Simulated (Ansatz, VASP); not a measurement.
# One calculation of LiH, two programs

File INCAR:

```
SYSTEM = LiH
PREC = Accurate
ENCUT = 520
EDIFF = 1E-7
ISMEAR = 0
SIGMA = 0.02
LREAL = .False.
LASPH = .True.
NELM = 100
ALGO = Normal
ISIF = 2
LWAVE = .False.
LCHARG = .False.
GGA = PE
NBANDS = 15
```

KPOINTS

```
Automatic mesh
0
Gamma
  8 8 8
  0 0 0
```

File POSCAR:

```
LiH
1.0
    0.0000000000      2.0035500259     -2.0035500259
   -4.0071000518      0.0000000000      0.0000000000
    2.0035500259      2.0035500259      4.0071000518
Li H
3 3
Direct
    0.3333333333      0.3333333333      0.6666666667
    0.0000000000      0.0000000000      0.0000000000
    0.6666666667      0.6666666667      0.3333333333
    0.3333333333      0.8333333333      0.6666666667
    0.0000000000      0.5000000000      0.0000000000
    0.6666666667      0.1666666667      0.3333333333
```

Input for Ansatz:

```yaml
crystal:
  lattice:
    - [0.0, 2.0035500259, -2.0035500259]
    - [-4.0071000518, 0.0, 0.0]
    - [2.0035500259, 2.0035500259, 4.0071000518]
  atoms:
    - { symbol: Li, position: [0.3333333333, 0.3333333333, 0.6666666667] }
    - { symbol: Li, position: [0.0, 0.0, 0.0] }
    - { symbol: Li, position: [0.6666666667, 0.6666666667, 0.3333333333] }
    - { symbol: H, position: [0.3333333333, 0.8333333333, 0.6666666667] }
    - { symbol: H, position: [0.0, 0.5, 0.0] }
    - { symbol: H, position: [0.6666666667, 0.1666666667, 0.3333333333] }
basis:
  ecutwfc: 420
kpoints:
  mp_grid: { grid: [8, 8, 8] }
  band_path: { path: [VBM, CBM], npoints: 2 }
hamiltonian:
  xc: pbe
scf:
  occupations: { method: gaussian, width: 0.02 }
output:
  forces: true
  stress: true
  eigenvalues: true
checkpoint:
  read: start.run
  write: ck
  compress: false
  write_wavefunctions: false
  write_every: 100000
```

Alike in both runs: task single point; functional PBE; k mesh 8 × 8 × 8; occupations gaussian, width 0.02 eV; no spin polarisation.

```csv
,VASP,Ansatz
version,VASP 6.6.1,Ansatz 0.2.0
potentials or method,"VASP PAW PBE potentials, release 64 (Li_sv, H), cutoff 520 eV","scalar-relativistic, plane waves, PAW"
valence electrons in the cell,12,12
```

|  | VASP | Ansatz | Ansatz less VASP |
| --- | --- | --- | --- |
| gap on the k mesh at the Fermi level (eV) | 2.98 | 2.98 | +0.006 |
| least direct gap on the mesh (eV) | 2.98 | 2.98 | +0.006 |

With one functional, cell and mesh, what is left measures potentials, basis and numerics.

Noted on VASP's run: the cutoff is under 1.25 times that of the potentials, so the pressure is a little rough.
